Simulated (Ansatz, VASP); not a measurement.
# AlGaN2 in VASP and in Ansatz

```
Al Ga N
1.0
     3.13853    0.00000    0.00000
     0.00000    3.13853    0.00000
     0.00000    0.00000    4.15702
Al Ga N
1 1 2
Direct
  0.50000 0.50000 0.50000
  0.00000 0.00000 0.00000
  0.50000 0.00000 0.73790
  0.00000 0.50000 0.26210
```

Change from the starting cell: strain along c alone, the other axes held, atoms relaxed: -6.0 %.

Alike in both runs: functional r2SCAN; k mesh 8 × 8 × 6; occupations gaussian, width 0.02 eV; no spin polarisation.

Ansatz relaxed the structure, and its values are those at the end. VASP's run is a single point on that final structure, the one shown.

```csv
,VASP,Ansatz
version,VASP 6.6.1,Ansatz 0.2.0
potentials or method,"VASP PAW PBE potentials, release 64 (Al, Ga_d, N), cutoff 520 eV","scalar-relativistic, plane waves, PAW"
valence electrons in the cell,26,26
```

|  | VASP | Ansatz | Ansatz less VASP |
| --- | --- | --- | --- |
| gap on the k mesh at the Fermi level (eV) | 3.91 | 3.91 | -0.007 |
| least direct gap on the mesh (eV) | 3.91 | 3.91 | -0.007 |
| pressure (GPa) | 14.3 | 13.8 | -0.50 |
| rms of the force components (eV/Å) | 0.038 | 0.000 | -0.0379 |

VASP's potentials were made for PBE, not for r2SCAN. Ansatz's warnings: stress scf threshold loose.
